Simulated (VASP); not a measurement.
Set up this calculation in VASP 6.6.1, as the native input.

- Task: single point
- Functional: PBE
- Potentials or basis: VASP PAW PBE potentials, release 64 (W_sv, C)
- Cutoff: 520 eV
- k mesh: 10 × 10 × 9
- Occupations: fermi-dirac, width 0.05 eV
- Spin: no spin polarisation
- Dipole correction: no
- Further INCAR settings: ALGO = Normal; EDIFF = 1e-07; NBANDS = 16

The structure of WC (Qusongite) lies in POSCAR:

```
WC
1.0
    2.9092585973      0.0000000000      0.0000000000
   -1.4546292986      2.5194918514      0.0000000000
    0.0000000000      0.0000000000      2.8357064123
W C
1 1
Direct
    0.0000000000      0.0000000000      0.0000000000
    0.6666666667      0.3333333333      0.5000000000
```

These files were run (other wordings do the same):

INCAR

```
PREC = Accurate ; ENCUT = 520
EDIFF = 1E-7 ; ISMEAR = -1
SIGMA = 0.05 ; LREAL = F
LASPH = T ; NELM = 60
ALGO = Normal ; ISIF = 2
LWAVE = F ; LCHARG = T
GGA = PE ; LELF = T
LVHAR = T ; NBANDS = 16
```

KPOINTS

```
regular mesh
0
Gamma
  10 10 9
```

Potentials or basis: VASP PAW PBE potentials, release 64 (W_sv, C).

Launch:

```console
$ cat potpaw_PBE.64/W_sv/POTCAR potpaw_PBE.64/C/POTCAR > POTCAR
$ mpirun -np 1 vasp_std > vasp.out
```

It gave:

| Item | Value |
| --- | --- |
| Pressure | 6.1 GPa |
| Band gap on the k mesh | zero (band 9 reaches 11.71 eV, above the bottom of band 10 at 10.52 eV) |

Caveat: spin-orbit coupling is left out, which moves the levels of the heavy elements.

Wall time 13 s on 1 thread of Intel(R) Xeon(R) 6975P-C (Granite Rapids), on a shared host, peak memory 0.15 GiB.
